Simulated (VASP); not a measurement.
Crystal: ZrSi2.

```
Zr Si
1.0
    -1.64386    1.64386    4.58521
     1.64386   -1.64386    4.58521
     1.64386    1.64386   -4.58521
Zr Si
1 2
Cartesian
  0.0000 0.0000 0.0000
  0.0000 0.0000 2.8432
  0.0000 0.0000 6.3272
```

Base run:

* Program: VASP 6.6.1
* Functional: PBEsol
* Potentials or basis: VASP PAW PBE potentials, release 64 (Zr_sv, Si)
* Cutoff: 520 eV
* k mesh: 14 × 14 × 14
* Occupations: gaussian, width 0.05 eV
* Spin: no spin polarisation

Its results: band gap on the k mesh zero (bands 10 and 11 overlap by 1.51 eV); pressure -3.4 GPa.

Task: The run is repeated on the same cell with these changes: functional from PBEsol to PBE. What comes out?

Result: Band gap on the k mesh zero (bands 10 and 11 overlap by 1.49 eV); pressure 0.0 GPa.

PBE binds less tightly than PBEsol, so the same cell stands under more pressure.

Caveats: the cell stands under tension (at least some runs); the PAW data sets were made with another functional, which shifts forces and pressure a little (at least some runs).
